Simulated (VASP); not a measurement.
**Ir: relaxation of cell and atoms with PBE**

The system is Ir.

```
Ir
1.0
     2.61950    0.00000    0.00000
    -1.30975    2.26855    0.00000
     0.00000    0.00000    2.44760
Ir
1
Direct
  0.00000 0.00000 0.00000
```

```
Program                : VASP 6.6.1
Task                   : relaxation of cell and atoms
Functional             : PBE
Potentials or basis    : VASP PAW PBE potentials, release 64 (Ir)
Cutoff                 : 600 eV
k mesh                 : 9 × 9 × 8
Occupations            : gaussian, width 0.1 eV
Spin                   : no spin polarisation
Dipole correction      : no
Further INCAR settings : ALGO = Fast; EDIFF = 1e-07; IBRION = 2; EDIFFG = -0.04; NSW = 90; ISIF = 3
```

The relaxed volume is 15.85 Å³/atom, the relaxed cell is a = 2.654 Å, b = 2.654 Å, c = 2.599 Å, α = 90.00°, β = 90.00°, γ = 120.00° and the space group after relaxing (to 0.05 Å) is P6/mmm (No. 191). The energy gained by relaxing is 150.1 meV/atom. The ionic steps are 7 and the pressure after relaxing is 0.3 GPa.

Stress tensor (GPa, compression positive):
```
0.24 0.00 0.00
0.00 0.24 0.00
0.00 0.00 0.35
```

The path:
```tsv
step	energy change (eV)	largest force (eV/Å)	pressure (GPa)	volume (Å³)
1	0.0000	0.0000	30.48	14.54
2	0.6816	0.0000	-37.70	21.10
3	-0.1396	0.0000	-5.54	16.16
4	-0.1421	0.0000	-2.75	15.99
5	-0.1422	0.0000	-2.10	15.95
6	-0.1361	0.0000	4.66	15.71
7	-0.1501	0.0000	0.28	15.85
```

Final structure:
```yaml
crystal:
  lattice:
    - [2.65369, 0.00000, 0.00000]
    - [-1.32685, 2.29817, 0.00000]
    - [0.00000, 0.00000, 2.59892]
  atoms:
    - { symbol: Ir, position: [0.00000, 0.00000, 0.00000] }
```

Levels at points of the mesh, in eV from the Fermi level:
```
           k point  band 1  band 2  band 3  band 4  band 5  band 6  band 7  band 8
(0.00, 0.00, 0.00)   -9.74   -6.17   -3.14   -3.14    1.29    1.29   14.52   15.30
(0.00, 0.00, 0.50)   -7.07   -2.63   -2.63   -1.42   -1.03   -1.03    5.42   18.18
```

It took 28 s on 1 thread of Intel(R) Xeon(R) Platinum 8488C (Sapphire Rapids), with other jobs on the host, peak memory 0.15 GiB.

Caveat: spin-orbit coupling is left out, which moves the levels of the heavy elements.
